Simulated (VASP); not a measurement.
## Ni: single point with PBEsol

Crystal: Ni.

```xyz
1
Lattice="-1.3929 1.3929 1.3929 1.3929 -1.3929 1.3929 1.3929 1.3929 -1.3929" Properties=species:S:1:pos:R:3 pbc="T T T"
Ni    0.0000    0.0000    0.0000
```

This cell differs from its parent crystal: volume scaled by 1.02.

| Item | Value |
| --- | --- |
| Program | VASP 6.6.1 |
| Task | single point |
| Functional | PBEsol |
| Potentials or basis | VASP PAW PBE potentials, release 64 (Ni) |
| Cutoff | 520 eV |
| k mesh | 13 × 13 × 13 |
| Occupations | fermi-dirac, width 0.05 eV |
| Spin | collinear spin, ferromagnetic start |
| Starting moments | [1.0] μB |

```
Pressure                                              : -6.4 GPa
Net moment                                            : 0.59 μB per cell
Site moments                                          : Ni +0.59 μB
Valence electrons inside the program's atomic spheres : Ni 9.33
```

Levels at points of the mesh, in eV from the Fermi level:
Spin up:
| k point | band 1 | band 2 | band 3 | band 4 | band 5 | band 6 | band 7 | band 8 | band 9 | band 10 |
| --- | --- | --- | --- | --- | --- | --- | --- | --- | --- | --- |
| (0.00, 0.00, 0.00) | -8.97 | -2.31 | -2.31 | -2.31 | -0.90 | -0.90 | 26.51 | 26.51 | 26.51 | 31.43 |
Spin down:
```csv
k point,band 3,band 4,band 5,band 6,band 7,band 8
"(0.00, 0.00, 0.00)",-1.64,-1.64,-0.35,-0.35,26.44,26.44
```

It took 20 s on 1 thread of Intel(R) Xeon(R) Platinum 8488C (Sapphire Rapids), on a shared host, peak memory 0.14 GiB.

Caveat: the PAW data sets were made with another functional, which shifts forces and pressure a little.
